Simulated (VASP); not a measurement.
CdS (m.eB), 4 atoms in the cell. The structure is cubic, space group F-43m (No. 216). Conventional cell: a = 5.927 Å, b = 5.927 Å, c = 5.927 Å, α = 90.00°, β = 90.00°, γ = 90.00°. Cd (site symmetry -43m) has 4 S at 2.57 Å within 3.4 Å. Within 3.4 Å of S (site symmetry -43m) lie 4 Cd at 2.57 Å. 

| Item | Value |
| --- | --- |
| Program | VASP 6.6.1 |
| Task | single point |
| Functional | PBE |
| Potentials or basis | VASP PAW PBE potentials, release 64 (Cd, S) |
| Cutoff | 500 eV |
| k mesh | 6 × 6 × 6 |
| Occupations | gaussian, width 0.02 eV |
| Spin | no spin polarisation |
| Dipole correction | no |
| Further INCAR settings | ALGO = Normal; EDIFF = 1e-06; NBANDS = 26 |

Potentials or basis: VASP PAW PBE potentials, release 64 (Cd, S).

Run with:

```bash
$ cat potpaw_PBE.64/Cd/POTCAR potpaw_PBE.64/S/POTCAR > POTCAR
$ mpirun -np 1 vasp_std > vasp.out
```

Hardware: 1 thread of Intel(R) Xeon(R) 6975P-C (Granite Rapids), with other jobs on the host.

Estimate the wall time of this run.

It took 43 s on 1 thread of Intel(R) Xeon(R) 6975P-C (Granite Rapids), with other jobs on the host, peak memory 0.29 GiB. Counts: scf iterations 13, k points 64.
